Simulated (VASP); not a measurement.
# LiF in VASP: settings compared, part 2 of 2

VASP 6.6.1. Earlier steps stand in the parts before.

## Step 4: Single point, PBE (biaxial xy strain +4.1%)

The input, INCAR:

```
SYSTEM = LiF
PREC = Accurate ; ENCUT = 520
EDIFF = 1E-6 ; ISMEAR = -1
SIGMA = 0.02 ; LREAL = .False.
LASPH = .True. ; NELM = 60
ALGO = Normal ; ISIF = 2
LWAVE = .False. ; LCHARG = .False.
GGA = PE ; NBANDS = 12
```

The input, KPOINTS:

```
Automatic mesh
0
Gamma
  10 10 10
  0 0 0
```

The input, POSCAR:

```
LiF
1.0
    0.0000000000      2.0768609691      1.9948717406
    2.0768609691      0.0000000000      1.9948717406
    2.0768609691      2.0768609691      0.0000000000
Li F
1 1
Direct
    0.0000000000      0.0000000000      0.0000000000
    0.5000000000      0.5000000000      0.5000000000
```

Potentials or basis: VASP PAW PBE potentials, release 64 (Li_sv, F).

Launch:

```sh
> cat potpaw_PBE.64/Li_sv/POTCAR potpaw_PBE.64/F/POTCAR > POTCAR
> mpirun -np 1 vasp_std > vasp.out
```

OUTCAR:

```text
SYSTEM = LiF
   PREC = Accurate
   ENCUT = 520
   EDIFF = 1E-6
   ISMEAR = -1
   LREAL = .False.
   LASPH = .True.
   NELM = 60
   ISIF = 2
   GGA = PE

 ion  position               nearest neighbor table
   1  0.000  0.000  0.000-   2 1.99   2 1.99   2 2.08   2 2.08   2 2.08   2 2.08
   2  0.500  0.500  0.500-   1 1.99   1 1.99   1 2.08   1 2.08   1 2.08   1 2.08

  LATTYP: Found a body centered tetragonal cell.
 ALAT       =     2.9371249497
 C/A-ratio  =     1.3583839808

  Lattice vectors:

 A1 = (   0.0000000000,  -2.0768609691,  -1.9948717406)
 A2 = (   0.0000000000,   2.0768609691,  -1.9948717406)
 A3 = (   2.0768609691,   0.0000000000,   1.9948717406)

Analysis of symmetry for initial positions (statically):
=====================================================================
 Subroutine PRICEL returns:
 Original cell was already a primitive cell.

 Routine SETGRP: Setting up the symmetry group for a
 body centered tetragonal supercell.

 Subroutine GETGRP returns: Found 16 space group operations
 (whereof 16 operations were pure point group operations)
 out of a pool of 16 trial point group operations.

The static configuration has the point symmetry D_4h.

Analysis of symmetry for dynamics (positions and initial velocities):
=====================================================================
 Subroutine PRICEL returns:
 Original cell was already a primitive cell.

 Routine SETGRP: Setting up the symmetry group for a
 body centered tetragonal supercell.

 Subroutine GETGRP returns: Found 16 space group operations
 (whereof 16 operations were pure point group operations)
 out of a pool of 16 trial point group operations.

The dynamic configuration has the point symmetry D_4h.

 Subroutine INISYM returns: Found 16 space group operations
 (whereof 16 operations are pure point group operations),
 and found     1 'primitive' translations

----------------------------------------------------------------------------------------

                                     Primitive cell

  volume of cell :      17.2092

  direct lattice vectors                    reciprocal lattice vectors
     0.000000000  2.076860969  1.994871741    -0.240747940  0.240747940  0.250642680
     2.076860969  0.000000000  1.994871741     0.240747940 -0.240747940  0.250642680
     2.076860969  2.076860969  0.000000000     0.240747940  0.240747940 -0.250642680

  length of vectors
     2.879733451  2.879733451  2.937124950     0.422777595  0.422777595  0.422777595

  position of ions in fractional coordinates (direct lattice)
     0.000000000  0.000000000  0.000000000
     0.500000000  0.500000000  0.500000000

  ion indices of the primitive-cell ions
   primitive index   ion index
                 1           1
                 2           2

----------------------------------------------------------------------------------------

 KPOINTS: Automatic mesh

Automatic generation of k-mesh.
 Grid dimensions read from file:
 generate k-points for:   10   10   10

 Generating k-lattice:

  Cartesian coordinates                     Fractional coordinates (reciprocal lattice)
    -0.024074794  0.024074794  0.025064268     0.100000000 -0.000000000  0.000000000
     0.024074794 -0.024074794  0.025064268    -0.000000000  0.100000000  0.000000000
     0.024074794  0.024074794 -0.025064268     0.000000000  0.000000000  0.100000000

  Length of vectors
     0.042277759  0.042277759  0.042277759

  Shift w.r.t. Gamma in fractional coordinates (k-lattice)
     0.000000000  0.000000000  0.000000000

 Subroutine IBZKPT returns following result:
 ===========================================

 Found    102 irreducible k-points:

 Following reciprocal coordinates:
            Coordinates               Weight
  0.000000  0.000000  0.000000      1.000000
  0.100000 -0.000000  0.000000      8.000000
  0.200000 -0.000000  0.000000      8.000000
  0.300000 -0.000000  0.000000      8.000000
  0.400000 -0.000000  0.000000      8.000000
  0.500000 -0.000000  0.000000      4.000000
[... 16 lines left out ...]
  0.300000  0.300000  0.000000      2.000000
  0.400000  0.300000  0.000000      8.000000
 [... further k-points ...]
   k-points           NKPTS =    102   k-points in BZ     NKDIM =    102   number of bands    NBANDS=     12
   number of dos      NEDOS =    301   number of ions     NIONS =      2
   total plane-waves  NPLWV =  13824
   dimension x,y,z NGX =    24 NGY =   24 NGZ =   24
   dimension x,y,z NGXF=    48 NGYF=   48 NGZF=   48
   ions per type =               1   1
   NGX,Y,Z   is equivalent  to a cutoff of  13.86, 13.86, 13.58 a.u.
   NGXF,Y,Z  is equivalent  to a cutoff of  27.71, 27.71, 27.17 a.u.
 SYSTEM =  LiF
   PREC   = accura    normal or accurate (medium, high low for compatibility)
   ISTART =      0    job   : 0-new  1-cont  2-samecut
   ICHARG =      2    charge: 1-file 2-atom 10-const
   ISPIN  =      1    spin polarized calculation?
   LNONCOLLINEAR =      F non collinear calculations
   LSORBIT =      F    spin-orbit coupling
   LASPH  =      T    aspherical Exc in radial PAW
   ENCUT  =  520.0 eV  38.22 Ry    6.18 a.u.   5.35  5.35  5.46*2*pi/ulx,y,z
   NELM   =     60;   NELMIN=  2; NELMDL= -5     # of ELM steps
   EDIFF  = 0.1E-05   stopping-criterion for ELM
   LREAL  =      F    real-space projection
   EDIFFG = 0.1E-04   stopping-criterion for IOM
   NSW    =      0    number of steps for IOM
   IBRION =     -1    ionic relax: 0-MD 1-quasi-New 2-CG
   NFREE  =      0    steps in history (QN), initial steepest desc. (CG)
   ISIF   =      2    stress and relaxation
   ISYM   =      2    0-nonsym 1-usesym 2-fastsym
   POTIM  = 0.5000    time-step for ionic-motion
   TEBEG  =    0.0;   TEEND  =   0.0 temperature during run
   PSTRESS=    0.0 pullay stress
   NELECT =      10.0000    total number of electrons
   NUPDOWN=      -1.0000    fix difference up-down
   EMIN   =  10.00;   EMAX   =-10.00  energy-range for DOS
   EFERMI =   0.00;   METHOD = LEGACY
   ISMEAR =    -1;   SIGMA  =   0.02  broadening in eV -4-tet -1-fermi 0-gaus
   EFERMI_NEDOS =   21; number of points for ismear=-14 and -15
   IALGO  =     38    algorithm
   IMIX   =      4    mixing-type and parameters
     AMIX     =   0.40;   BMIX     =  1.00
     AMIX_MAG =   1.60;   BMIX_MAG =  1.00
  volume/ion in A,a.u.               =       8.60        58.07
  Fermi-wavevector in a.u.,A,eV,Ry     =   1.366118  2.581589 25.392260  1.866278
  Thomas-Fermi vector in A             =   2.492287
   LORBIT       =      0    0 simple, 1 ext, 2 COOP (PROOUT), +10 PAW based schemes
   GGA     = PE    functional components
   LHFCALC =     F    Hartree Fock is set to
   AEXX    =    0.0000 exact exchange contribution
   IVDW    =     0    specifies the selected vdW correction
   LEPSILON=     F    determine dielectric tensor
   LRPA    =     F    only Hartree local field effects (RPA)
 non-spin polarized calculation
  energy-cutoff  :      520.00
  volume of cell :       17.21
 maximum number of plane-waves:       487
 NGX is ok and might be reduce to    24
   NGX = 11   NGY = 11   NGZ = 11

 number of electron      10.0000003 magnetization

 Free energy of the ion-electron system (eV)
  ---------------------------------------------------
  ext. energy  EPLUGINS =         0.00000000
  ---------------------------------------------------
  free energy    TOTEN  =        -9.63586279 eV

  energy without entropy =       -9.63586279  energy(sigma->0) =       -9.63586279

 E-fermi :  -0.7870     XC(G=0):  -9.7295

 val. band max:       -1.2929295815   @ k =   0.0000   0.0000   0.0000
 cond. band min:       7.3119801049   @ k =   0.0000   0.0000   0.0000
 fundamental gap:      8.6049096863
 Fermi energy:        -0.7870096968

 k-point     1 :       0.0000    0.0000    0.0000
  band No.  band energies     occupation
      1     -42.3615      2.00000
      2     -21.1601      2.00000
      3      -1.3952      2.00000
      4      -1.2929      2.00000
      5      -1.2929      2.00000
      6       7.3120      0.00000
      7      21.6822      0.00000
      8      21.6823      0.00000
      9      22.4026      0.00000
     10      22.4026      0.00000
     11      22.5798      0.00000
     12      22.7294      0.00000
[... 331 lines left out ...]
 k-point    24 :       0.4000    0.3000    0.0000
  band No.  band energies     occupation
      1     -42.3097      2.00000
      2     -20.6696      2.00000
      3      -3.4661      2.00000
      4      -2.1684      2.00000
      5      -2.0790      2.00000
      6      11.5164      0.00000
      7      14.8750      0.00000
      8      16.9091      0.00000
      9      17.8945      0.00000
     10      18.9492      0.00000
     11      31.7454      0.00000
     12      32.3037      0.00000

 [... further k-points ...]
[... 5 lines left out ...]
  --------------------------------------------------------------------------------------
  -------------------------------------------------------------------------------------
  Total       -0.2677498     -0.2677498     -0.0072048      0.0000000     -0.0000000      0.0000000
  in kB      -24.9275692    -24.9275692     -0.6707649      0.0000000     -0.0000000      0.0000000
  external PRESSURE =     -16.8419677 kB  Pullay stress =       0.0000000 kB

 VOLUME and BASIS-vectors are now :
 -----------------------------------------------------------------------------
  energy-cutoff  :      520.00
  volume of cell :       17.21
      direct lattice vectors                 reciprocal lattice vectors
     0.000000000  2.076860969  1.994871741    -0.240747940  0.240747940  0.250642680
     2.076860969  0.000000000  1.994871741     0.240747940 -0.240747940  0.250642680
     2.076860969  2.076860969  0.000000000     0.240747940  0.240747940 -0.250642680

 POSITION                                       TOTAL-FORCE (eV/Angst)
 -----------------------------------------------------------------------------------
      0.00000      0.00000      0.00000        -0.000000      0.000000      0.000000
      2.07686      2.07686      1.99487         0.000000     -0.000000     -0.000000
 -----------------------------------------------------------------------------------
    total drift:                               -0.000000     -0.000000      0.000000

  FREE ENERGIE OF THE ION-ELECTRON SYSTEM (eV)
  ---------------------------------------------------
  free  energy   TOTEN  =        -9.6358627892 eV

  energy  without entropy=       -9.6358627892  energy(sigma->0) =       -9.63586279
```

Run time: 11 s. Hardware: 1 thread of Intel Xeon Platinum 8375C at 2.90GHz (Ice Lake), shared host; peak memory 0.14 GiB.

Results:

| Item | Value |
| --- | --- |
| Free energy | -9.6359 eV |
| Band gap on the k mesh | 8.60 eV, direct |

Caveat: the cell differs from its parent crystal (biaxial xy strain +4.1%); the cutoff is under 1.25 times the usual one of these potentials, so pressure, stress and relaxed cells hold a basis-set (Pulay) error. A k mesh can miss the band edges.

## Step 5: Single point, r2SCAN (biaxial xy strain +4.1%)

POSCAR is that of step 4.

The input, INCAR.step1:

```
SYSTEM = LiF
PREC = Accurate
ENCUT = 520
ISMEAR = 0
SIGMA = 0.01
LREAL = .False.
LASPH = .True.
NELM = 100
NBANDS = 12
GGA = PE
ALGO = Normal
EDIFF = 1E-4
LWAVE = .True.
LCHARG = .False.
```

The input, INCAR.step2:

```
SYSTEM = LiF
PREC = Accurate
ENCUT = 520
EDIFF = 1E-6
ISMEAR = 0
SIGMA = 0.01
LREAL = .False.
LASPH = .True.
NELM = 100
ALGO = Normal
ISIF = 2
LWAVE = .False.
LCHARG = .True.
METAGGA = R2SCAN
LMIXTAU = .True.
LELF = .True.
LVHAR = .True.
NBANDS = 12
ISTART = 1
```

The input, KPOINTS:

```
regular mesh
0
Gamma
  10 10 10
  0 0 0
```

Launch:

```sh
> cat potpaw_PBE.64/Li_sv/POTCAR potpaw_PBE.64/F/POTCAR > POTCAR
> cp INCAR.step1 INCAR
> mpirun -np 1 vasp_std > vasp.out
> cp INCAR.step2 INCAR
> mpirun -np 1 vasp_std > vasp.out
```

It took 41 s on 1 thread of Intel Xeon Platinum 8375C at 2.90GHz (Ice Lake), shared host; peak memory 0.14 GiB.

It converged, with:

```
Free energy            : -11.8732 eV
Band gap on the k mesh : 9.74 eV, direct
```

Levels at points of the mesh, in eV from the valence-band top:
| k point | band 1 | band 2 | band 3 | band 4 | band 5 | band 6 | band 7 | band 8 | band 9 | band 10 |
| --- | --- | --- | --- | --- | --- | --- | --- | --- | --- | --- |
| (0.00, 0.00, 0.00) | -42.20 | -20.99 | -0.10 | 0.00 | 0.00 | 9.74 | 24.85 | 24.85 | 24.97 | 24.97 |
| (0.50, 0.00, 0.00) | -42.16 | -20.62 | -2.37 | -0.29 | -0.22 | 11.51 | 17.45 | 19.59 | 20.37 | 31.07 |
| (0.50, 0.50, 0.00) | -42.14 | -20.36 | -2.80 | -1.04 | -1.04 | 16.03 | 16.79 | 18.47 | 20.85 | 20.85 |
| (0.50, 0.00, 0.50) | -42.15 | -20.41 | -2.83 | -1.05 | -0.81 | 15.27 | 17.35 | 18.37 | 21.13 | 21.78 |

Caveat: the cell differs from its parent crystal (biaxial xy strain +4.1%); the cutoff is under 1.25 times the usual one of these potentials, so pressure, stress and relaxed cells hold a basis-set (Pulay) error; the PAW data sets were made with another functional, which shifts forces and pressure a little.

## Step 6: The runs side by side

| level | cell | smearing | gap on the mesh (eV) |
| --- | --- | --- | --- |
| PBE | a = 2.990 Å, angles 60.0°, 2 atoms | fermi-dirac 0.02 eV | 7.91 |
| r2SCAN | a = 2.990 Å, angles 60.0°, 2 atoms | gaussian 0.01 eV | 8.96 |
| PBE | a = 2.880, b = 2.880, c = 2.937 Å, angles 59.3, 59.3, 61.3°, 2 atoms | fermi-dirac 0.02 eV | 8.60 |
| r2SCAN | a = 2.880, b = 2.880, c = 2.937 Å, angles 59.3, 59.3, 61.3°, 2 atoms | gaussian 0.01 eV | 9.74 |

Alike in all rows: task single point; potentials or basis VASP PAW PBE potentials, release 64 (Li_sv, F); no spin polarisation; k mesh 10 × 10 × 10; cutoff (eV) 520.

Caveats: the cutoff is under 1.25 times the usual one of these potentials, so pressure, stress and relaxed cells hold a basis-set (Pulay) error; the PAW data sets were made with another functional, which shifts forces and pressure a little (some runs).

Absolute energies hang on the potentials; compare differences alone.
